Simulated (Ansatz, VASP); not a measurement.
Two plane-wave programs on SrC2

```
Sr C
1.0
    -1.99569    1.99569    3.34238
     1.99569   -1.99569    3.34238
     1.99569    1.99569   -3.34238
Sr C
1 2
Direct
  0.00000 0.00000 0.00000
  0.40638 0.40638 0.00000
  0.59362 0.59362 0.00000
```

Alike in both runs: functional LDA; k mesh 10 × 10 × 10; occupations gaussian, width 0.02 eV; no spin polarisation.

Ansatz relaxed the structure, and its values are those at the end. VASP's run is a single point on that final structure, the one shown.

```csv
,VASP,Ansatz
version,VASP 6.6.1,Ansatz 0.2.0
potentials or method,"VASP PAW LDA potentials, release 64 (Sr_sv, C), cutoff 520 eV","scalar-relativistic, plane waves, PAW"
valence electrons in the cell,18,18
```

|  | VASP | Ansatz | Ansatz less VASP |
| --- | --- | --- | --- |
| gap on the k mesh at the Fermi level (eV) | 1.25 | 1.27 | +0.019 |
| least direct gap on the mesh (eV) | 2.14 | 2.16 | +0.018 |
| pressure (GPa) | 0.4 | 0.0 | -0.39 |
| rms of the force components (eV/Å) | 0.044 | 0.001 | -0.0434 |

LDA's correlation is that of Perdew and Zunger in VASP and of Perdew and Wang (1992) in Ansatz.
